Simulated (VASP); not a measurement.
# Ir (P6_3/mmc) in VASP: further runs

Ir is run at these levels: PBE; tasks: single point.

All numbers are computed with VASP 6.6.1; they aren't measurements. Logs are shortened: lines on timing, memory, paths and dates and some standing lists are left out, and cuts for length are marked.

## (1) The cell of the first run

Symmetry: P6_3/mmc, No. 194, hexagonal system. Conventional cell: a = 2.876 Å, b = 2.876 Å, c = 4.601 Å, α = 90.00°, β = 90.00°, γ = 120.00°. Within 3.7 Å of Ir (site symmetry -6m2) lie 12 Ir at 2.84 to 2.88 Å.

## (2) Single point, PBE

Input file INCAR:

```
ALGO     = Fast           # electronic algorithm
EDIFF    = 1E-6           # SCF threshold, eV
ENCUT    = 520            # plane-wave cutoff, eV
GGA      = PE             # functional
ISIF     = 2              # what is computed and relaxed
ISMEAR   = 0              # smearing method
LASPH    = T              # aspherical terms in the spheres
LCHARG   = T              # write CHGCAR
LELF     = T              # ELF
LREAL    = F              # projectors in reciprocal space
LVHAR    = T            
LWAVE    = F              # write WAVECAR
NBANDS   = 16             # bands
NELM     = 60             # most SCF steps
PREC     = Accurate       # precision mode
SIGMA    = 0.15           # smearing width, eV
```

Input file KPOINTS:

```
k-points
0
Gamma
  18 18 10
```

Input file POSCAR:

```
Ir
1.0
    2.8760000000      0.0000000000      0.0000000000
   -1.4380000000      2.4906890613      0.0000000000
    0.0000000000      0.0000000000      4.6014000000
Ir
2
Direct
    0.6666666667      0.3333333333      0.7500000000
    0.3333333333      0.6666666667      0.2500000000
```

Potentials or basis: VASP PAW PBE potentials, release 64 (Ir).

Run with:

```
$ cat potpaw_PBE.64/Ir/POTCAR > POTCAR
$ mpirun -np 1 vasp_std > vasp.out
```

OUTCAR:

```text
EDIFF = 1E-6
   ENCUT = 520
   GGA = PE
   ISIF = 2
   ISMEAR = 0
   LASPH = T
   LREAL = F
   NELM = 60
   PREC = Accurate

 ion  position               nearest neighbor table
   1  0.667  0.333  0.750-   2 2.84   2 2.84   2 2.84   2 2.84   2 2.84   2 2.84
   2  0.333  0.667  0.250-   1 2.84   1 2.84   1 2.84   1 2.84   1 2.84   1 2.84

  LATTYP: Found a hexagonal cell.
 ALAT       =     2.8760000000
 C/A-ratio  =     1.5999304590

  Lattice vectors:

 A1 = (   2.8760000000,   0.0000000000,   0.0000000000)
 A2 = (  -1.4380000000,   2.4906890613,   0.0000000000)
 A3 = (   0.0000000000,   0.0000000000,   4.6014000000)

Analysis of symmetry for initial positions (statically):
=====================================================================
 Subroutine PRICEL returns:
 Original cell was already a primitive cell.

 Routine SETGRP: Setting up the symmetry group for a
 hexagonal supercell.

 Subroutine GETGRP returns: Found 24 space group operations
 (whereof 12 operations were pure point group operations)
 out of a pool of 24 trial point group operations.

The static configuration has the point symmetry D_3d.
 The point group associated with its full space group is D_6h.

Analysis of symmetry for dynamics (positions and initial velocities):
=====================================================================
 Subroutine PRICEL returns:
 Original cell was already a primitive cell.

 Routine SETGRP: Setting up the symmetry group for a
 hexagonal supercell.

 Subroutine GETGRP returns: Found 24 space group operations
 (whereof 12 operations were pure point group operations)
 out of a pool of 24 trial point group operations.

The dynamic configuration has the point symmetry D_3d.
 The point group associated with its full space group is D_6h.

 Subroutine INISYM returns: Found 24 space group operations
 (whereof 12 operations are pure point group operations),
 and found     1 'primitive' translations

----------------------------------------------------------------------------------------

                                     Primitive cell

  volume of cell :      32.9608

  direct lattice vectors                    reciprocal lattice vectors
     2.876000000  0.000000000  0.000000000     0.347705146  0.200747660  0.000000000
    -1.438000000  2.490689061  0.000000000     0.000000000  0.401495319  0.000000000
     0.000000000  0.000000000  4.601400000     0.000000000  0.000000000  0.217325162

  length of vectors
     2.876000000  2.876000000  4.601400000     0.401495319  0.401495319  0.217325162

  position of ions in fractional coordinates (direct lattice)
     0.666666667  0.333333333  0.750000000
     0.333333333  0.666666667  0.250000000

  ion indices of the primitive-cell ions
   primitive index   ion index
                 1           1
                 2           2

----------------------------------------------------------------------------------------

 KPOINTS: k-points

Automatic generation of k-mesh.
 Grid dimensions read from file:
 generate k-points for:   18   18   10

 Generating k-lattice:

  Cartesian coordinates                     Fractional coordinates (reciprocal lattice)
     0.019316953  0.011152648  0.000000000     0.055555556 -0.000000000  0.000000000
     0.000000000  0.022305296  0.000000000     0.000000000  0.055555556  0.000000000
     0.000000000  0.000000000  0.021732516     0.000000000  0.000000000  0.100000000

  Length of vectors
     0.022305296  0.022305296  0.021732516

  Shift w.r.t. Gamma in fractional coordinates (k-lattice)
     0.000000000  0.000000000  0.000000000

 Subroutine IBZKPT returns following result:
 ===========================================

 Found    222 irreducible k-points:

 Following reciprocal coordinates:
            Coordinates               Weight
  0.000000  0.000000  0.000000      1.000000
  0.055556 -0.000000  0.000000      6.000000
  0.111111 -0.000000  0.000000      6.000000
  0.166667  0.000000  0.000000      6.000000
  0.222222  0.000000  0.000000      6.000000
  0.277778 -0.000000  0.000000      6.000000
[... 16 lines left out ...]
  0.333333  0.111111  0.000000     12.000000
  0.388889  0.111111  0.000000     12.000000
 [... further k-points ...]
   k-points           NKPTS =    222   k-points in BZ     NKDIM =    222   number of bands    NBANDS=     16
   number of dos      NEDOS =    301   number of ions     NIONS =      2
   total plane-waves  NPLWV =  20736
   dimension x,y,z NGX =    24 NGY =   24 NGZ =   36
   dimension x,y,z NGXF=    48 NGYF=   48 NGZF=   72
   ions per type =               2
   NGX,Y,Z   is equivalent  to a cutoff of  13.87, 13.87, 13.01 a.u.
   NGXF,Y,Z  is equivalent  to a cutoff of  27.75, 27.75, 26.01 a.u.
 SYSTEM =  unknown system
   PREC   = accura    normal or accurate (medium, high low for compatibility)
   ISTART =      0    job   : 0-new  1-cont  2-samecut
   ICHARG =      2    charge: 1-file 2-atom 10-const
   ISPIN  =      1    spin polarized calculation?
   LNONCOLLINEAR =      F non collinear calculations
   LSORBIT =      F    spin-orbit coupling
   LASPH  =      T    aspherical Exc in radial PAW
   ENCUT  =  520.0 eV  38.22 Ry    6.18 a.u.   5.35  5.35  8.56*2*pi/ulx,y,z
   NELM   =     60;   NELMIN=  2; NELMDL= -5     # of ELM steps
   EDIFF  = 0.1E-05   stopping-criterion for ELM
   LREAL  =      F    real-space projection
   EDIFFG = 0.1E-04   stopping-criterion for IOM
   NSW    =      0    number of steps for IOM
   IBRION =     -1    ionic relax: 0-MD 1-quasi-New 2-CG
   NFREE  =      0    steps in history (QN), initial steepest desc. (CG)
   ISIF   =      2    stress and relaxation
   ISYM   =      2    0-nonsym 1-usesym 2-fastsym
   POTIM  = 0.5000    time-step for ionic-motion
   TEBEG  =    0.0;   TEEND  =   0.0 temperature during run
   PSTRESS=    0.0 pullay stress
   NELECT =      18.0000    total number of electrons
   NUPDOWN=      -1.0000    fix difference up-down
   EMIN   =  10.00;   EMAX   =-10.00  energy-range for DOS
   EFERMI =   0.00;   METHOD = LEGACY
   ISMEAR =     0;   SIGMA  =   0.15  broadening in eV -4-tet -1-fermi 0-gaus
   EFERMI_NEDOS =   21; number of points for ismear=-14 and -15
   IALGO  =     68    algorithm
   IMIX   =      4    mixing-type and parameters
     AMIX     =   0.40;   BMIX     =  1.00
     AMIX_MAG =   1.60;   BMIX_MAG =  1.00
  volume/ion in A,a.u.               =      16.48       111.22
  Fermi-wavevector in a.u.,A,eV,Ry     =   1.338134  2.528706 24.362620  1.790602
  Thomas-Fermi vector in A             =   2.466628
   LORBIT       =      0    0 simple, 1 ext, 2 COOP (PROOUT), +10 PAW based schemes
   GGA     = PE    functional components
   LHFCALC =     F    Hartree Fock is set to
   AEXX    =    0.0000 exact exchange contribution
   IVDW    =     0    specifies the selected vdW correction
   LEPSILON=     F    determine dielectric tensor
   LRPA    =     F    only Hartree local field effects (RPA)
 non-spin polarized calculation
 RMM-DIIS sequential band-by-band and
 Gauss-broadening in eV      SIGMA  =   0.15
  energy-cutoff  :      520.00
  volume of cell :       32.96
 maximum number of plane-waves:       911
 NGX is ok and might be reduce to    24
   NGX = 11   NGY = 11   NGZ = 17

 number of electron      17.9999999 magnetization

 Free energy of the ion-electron system (eV)
  ---------------------------------------------------
  ext. energy  EPLUGINS =         0.00000000
  ---------------------------------------------------
  free energy    TOTEN  =       -17.15478178 eV

  energy without entropy =      -17.12157319  energy(sigma->0) =      -17.13817749

 E-fermi :   8.0454     XC(G=0): -13.0921

 val. band max:        8.0350742835   @ k =   0.3333   0.3333   0.0000
 cond. band min:       8.0477841707   @ k =   0.3889   0.0000   0.2000
 fundamental gap:      0.0127098872
 Fermi energy:         8.0453894569

 k-point     1 :       0.0000    0.0000    0.0000
  band No.  band energies     occupation
      1      -1.6040      2.00000
      2       1.3978      2.00000
      3       5.0114      2.00000
      4       5.0114      2.00000
      5       5.0256      2.00000
      6       5.5439      2.00000
[... 8 lines left out ...]
     15      24.6102      0.00000
     16      25.2218      0.00000

 k-point     2 :       0.0556   -0.0000    0.0000
  band No.  band energies     occupation
      1      -1.5015      2.00000
      2       1.4868      2.00000
      3       4.7770      2.00000
      4       5.0920      2.00000
      5       5.2419      2.00000
      6       5.4944      2.00000
[... 8 lines left out ...]
     15      24.7352      0.00000
     16      25.3071      0.00000

 k-point     3 :       0.1111   -0.0000    0.0000
  band No.  band energies     occupation
      1      -1.2006      2.00000
      2       1.7373      2.00000
      3       4.5054      2.00000
      4       5.3240      2.00000
      5       5.3298      2.00000
      6       5.5232      2.00000
[... 8 lines left out ...]
     15      24.9720      0.00000
     16      25.0698      0.00000

 k-point     4 :       0.1667    0.0000    0.0000
  band No.  band energies     occupation
      1      -0.7230      2.00000
      2       2.0895      2.00000
      3       4.2431      2.00000
      4       4.9177      2.00000
      5       5.1434      2.00000
      6       5.6272      2.00000
[... 8 lines left out ...]
     15      24.5348      0.00000
     16      24.7224      0.00000

 k-point     5 :       0.2222    0.0000    0.0000
  band No.  band energies     occupation
      1      -0.1112      2.00000
      2       2.4021      2.00000
      3       4.1000      2.00000
      4       4.2437      2.00000
      5       4.9872      2.00000
      6       5.3906      2.00000
[... 8 lines left out ...]
     15      23.1824      0.00000
     16      24.3190      0.00000

 k-point     6 :       0.2778   -0.0000    0.0000
  band No.  band energies     occupation
      1       0.5603      2.00000
      2       2.4881      2.00000
      3       3.6571      2.00000
      4       4.1833      2.00000
      5       4.9796      2.00000
      6       5.1638      2.00000
[... 8 lines left out ...]
     15      21.8710      0.00000
     16      23.3998      0.00000

 k-point     7 :       0.3333    0.0000    0.0000
  band No.  band energies     occupation
      1       1.1756      2.00000
      2       2.3716      2.00000
      3       3.1862      2.00000
      4       4.4013      2.00000
      5       4.9683      2.00000
      6       5.2020      2.00000
[... 8 lines left out ...]
     15      20.6650      0.00000
     16      22.6357      0.00000

 k-point     8 :       0.3889    0.0000    0.0000
  band No.  band energies     occupation
      1       1.6133      2.00000
      2       2.2071      2.00000
      3       2.8431      2.00000
      4       4.7110      2.00000
      5       4.8190      2.00000
      6       5.3824      2.00000
[... 8 lines left out ...]
     15      19.6546      0.00000
     16      20.5977      0.00000

 k-point     9 :       0.4444    0.0000    0.0000
  band No.  band energies     occupation
      1       1.8455      2.00000
      2       2.0757      2.00000
      3       2.6348      2.00000
      4       4.7258      2.00000
      5       5.0640      2.00000
      6       5.3009      2.00000
[... 8 lines left out ...]
     15      18.7256      0.00000
     16      18.9611      0.00000
[... 172 lines left out ...]
 k-point    19 :       0.1111    0.1111    0.0000
  band No.  band energies     occupation
      1      -0.4442      2.00000
      2       2.3031      2.00000
      3       4.0502      2.00000
      4       4.6708      2.00000
      5       5.1065      2.00000
      6       5.3167      2.00000
[... 8 lines left out ...]
     15      22.3051      0.00000
     16      25.2027      0.00000

 k-point    20 :       0.1667    0.1111    0.0000
  band No.  band energies     occupation
      1       0.1572      2.00000
      2       2.6416      2.00000
      3       3.8330      2.00000
      4       4.0982      2.00000
      5       5.0004      2.00000
      6       5.0746      2.00000
[... 8 lines left out ...]
     15      21.2724      0.00000
     16      24.2907      0.00000

 k-point    21 :       0.2222    0.1111    0.0000
  band No.  band energies     occupation
      1       0.8274      2.00000
      2       2.7670      2.00000
      3       3.5807      2.00000
      4       3.8336      2.00000
      5       4.8849      2.00000
      6       5.0160      2.00000
[... 8 lines left out ...]
     15      20.1614      0.00000
     16      23.4939      0.00000

 k-point    22 :       0.2778    0.1111    0.0000
  band No.  band energies     occupation
      1       1.4532      2.00000
      2       2.6449      2.00000
      3       3.1563      2.00000
      4       4.0587      2.00000
      5       4.7502      2.00000
      6       5.2186      2.00000
[... 8 lines left out ...]
     15      19.0186      0.00000
     16      22.8298      0.00000

 k-point    23 :       0.3333    0.1111    0.0000
  band No.  band energies     occupation
      1       1.9007      2.00000
      2       2.4725      2.00000
      3       2.8434      2.00000
      4       4.3919      2.00000
      5       4.6697      2.00000
      6       5.3845      2.00000
[... 8 lines left out ...]
     15      17.9619      0.00000
     16      21.4114      0.00000

 k-point    24 :       0.3889    0.1111    0.0000
  band No.  band energies     occupation
      1       2.1278      2.00000
      2       2.3444      2.00000
      3       2.6522      2.00000
      4       4.6343      2.00000
      5       4.7446      2.00000
      6       5.2483      2.00000
[... 8 lines left out ...]
     15      17.5310      0.00000
     16      19.8934      0.00000

 [... further k-points ...]
[... 5 lines left out ...]
  --------------------------------------------------------------------------------------
  -------------------------------------------------------------------------------------
  Total       -6.3810005     -6.3810005     -6.0289853     -0.0000000     -0.0000000      0.0000000
  in kB     -310.1708486   -310.1708486   -293.0599159     -0.0000000     -0.0000000      0.0000000
  external PRESSURE =    -304.4672044 kB  Pullay stress =       0.0000000 kB

 VOLUME and BASIS-vectors are now :
 -----------------------------------------------------------------------------
  energy-cutoff  :      520.00
  volume of cell :       32.96
      direct lattice vectors                 reciprocal lattice vectors
     2.876000000  0.000000000  0.000000000     0.347705146  0.200747660  0.000000000
    -1.438000000  2.490689061  0.000000000     0.000000000  0.401495319  0.000000000
     0.000000000  0.000000000  4.601400000     0.000000000  0.000000000  0.217325162

 POSITION                                       TOTAL-FORCE (eV/Angst)
 -----------------------------------------------------------------------------------
      1.43800      0.83023      3.45105        -0.000000     -0.000000      0.000000
     -0.00000      1.66046      1.15035         0.000000      0.000000      0.000000
 -----------------------------------------------------------------------------------
    total drift:                               -0.000000      0.000000     -0.000000

  FREE ENERGIE OF THE ION-ELECTRON SYSTEM (eV)
  ---------------------------------------------------
  free  energy   TOTEN  =       -17.1547817842 eV

  energy  without entropy=      -17.1215731930  energy(sigma->0) =      -17.13817749
```

Wall time 44 s (1 thread of Intel Xeon 6975P-C (Granite Rapids), shared host); peak memory 0.23 GiB.

What came out:

| Quantity | Value |
| --- | --- |
| Free energy | -17.1548 eV |
| Pressure | -30.4 GPa |
| Band gap on the k mesh | zero (band 9 reaches 8.80 eV, above the bottom of band 10 at 6.19 eV) |

Stress tensor (GPa, compression positive):
```
-31.02   0.00   0.00
  0.00 -31.02   0.00
  0.00   0.00 -29.31
```

Caveat: spin-orbit coupling is left out, which moves the levels of the heavy elements.

## (3) Single point, PBE

This run uses another cell than the first one, of 13.13 Å³/atom, 0.797 times its volume.

Input file INCAR:

```
SYSTEM = Ir
  PREC = Accurate
  ENCUT = 520
  EDIFF = 1E-6
  ISMEAR = 0
  SIGMA = 0.15
  LREAL = .False.
  LASPH = .True.
  NELM = 60
  ALGO = Normal
  ISIF = 2
  LWAVE = .False.
  LCHARG = .False.
  GGA = PE
  NBANDS = 16
```

Input file KPOINTS:

```
regular mesh
0
Gamma
  18 18 10
  0 0 0
```

Input file POSCAR:

```
Ir
1.0
    2.7203000000      0.0000000000      0.0000000000
   -1.3601500000      2.3558489059      0.0000000000
    0.0000000000      0.0000000000      4.0967000000
Ir
2
Direct
    0.6666666667      0.3333333333      0.7500000000
    0.3333333333      0.6666666667      0.2500000000
```

Potentials or basis: VASP PAW PBE potentials, release 64 (Ir).

Run with:

```
$ cat potpaw_PBE.64/Ir/POTCAR > POTCAR
$ mpirun -np 1 vasp_std > vasp.out
```

Wall time 28 s (1 thread of AMD EPYC 9R45 (Zen 5), shared host); peak memory 0.17 GiB.

It converged, with:

```
Free energy            : -17.0027 eV
Pressure               : 51.4 GPa
Band gap on the k mesh : zero (band 9 reaches 12.87 eV, above the bottom of band 10 at 9.33 eV)
```

Stress tensor (GPa, compression positive):
```
38.69  0.00  0.00
 0.00 38.69  0.00
 0.00  0.00 76.94
```

Levels at points of the mesh, in eV from the Fermi level:
```tsv
k point	band 5	band 6	band 7	band 8	band 9	band 10	band 11	band 12	band 13	band 14
(0.00, 0.00, 0.00)	-3.69	-3.54	-3.54	-3.46	-3.46	-0.23	0.20	0.20	8.79	13.64
(0.50, 0.00, 0.00)	-4.21	-3.59	-2.90	0.19	0.89	1.46	2.94	4.37	8.95	10.83
(0.00, 0.00, 0.50)	-4.87	-4.87	-4.64	-4.64	-0.51	-0.51	-0.51	-0.51	13.33	13.33
(0.50, 0.00, 0.50)	-2.86	-2.86	-1.28	-1.28	0.63	0.63	2.03	2.03	8.17	8.17
```

Caveat: spin-orbit coupling is left out, which moves the levels of the heavy elements.
